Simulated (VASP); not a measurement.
A run of VASP 6.6.1 is set up as follows.

The input INCAR:

```
SYSTEM = KBr
ALGO = Normal ; EDIFF = 1E-6
ENCUT = 520 ; GGA = PE
ISIF = 2 ; ISMEAR = 0
LASPH = .TRUE. ; LCHARG = .FALSE.
LREAL = .FALSE. ; LWAVE = .FALSE.
NBANDS = 15 ; NELM = 80
PREC = Accurate ; SIGMA = 0.02
```

The input KPOINTS:

```
k-points
0
G
  6 6 6
  0 0 0
```

Contents of POSCAR:

```
KBr
1.0
    0.0000000000      3.4183010297      3.4183010297
    3.4183010297      0.0000000000      3.4183010297
    3.4183010297      3.4183010297      0.0000000000
K Br
1 1
Direct
    0.5000000000      0.5000000000      0.5000000000
    0.0000000000      0.0000000000      0.0000000000
```

Potentials or basis: VASP PAW PBE potentials, release 64 (K_sv, Br).

Command:

```sh
$ cat potpaw_PBE.64/K_sv/POTCAR potpaw_PBE.64/Br/POTCAR > POTCAR
$ mpirun -np 1 vasp_std > vasp.out
```

Predict the band gap on the k mesh.

4.17 eV.

Estimate the pressure.

-0.7 GPa.
